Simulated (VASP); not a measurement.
A run of VASP 6.6.1 is set up as follows.

Contents of INCAR:

```
SYSTEM = C
  ALGO = Normal
  EDIFF = 1E-6
  ENCUT = 600
  GGA = PE
  GGA_COMPAT = .False.
  ISIF = 2
  ISMEAR = 0
  IVDW = 12
  LASPH = .True.
  LCHARG = .False.
  LREAL = .False.
  LWAVE = .False.
  NBANDS = 11
  NELM = 120
  PREC = Accurate
  SIGMA = 0.1
```

KPOINTS

```
k-points
0
Gamma
  8 8 8
  0 0 0
```

The input POSCAR:

```
C
1.0
    0.0000000000      1.7800000000      1.7800000000
    1.7800000000      0.0000000000      1.7800000000
    1.7800000000      1.7800000000      0.0000000000
C
2
Direct
    0.0000000000      0.0000000000      0.0000000000
    0.2500000000      0.2500000000      0.2500000000
```

Potentials or basis: VASP PAW PBE potentials, release 64 (C).

The run is started by

```console
$ cat potpaw_PBE.64/C/POTCAR > POTCAR
$ mpirun -np 1 vasp_std > vasp.out
```

(1) Estimate the dispersion energy per atom.

(2) Predict the band gap on the k mesh.

(3) What does it give for the pressure?

## Answers

(1) -0.192 eV.

(2) 4.15 eV, indirect (least direct gap 5.61 eV).

(3) -1.1 GPa.
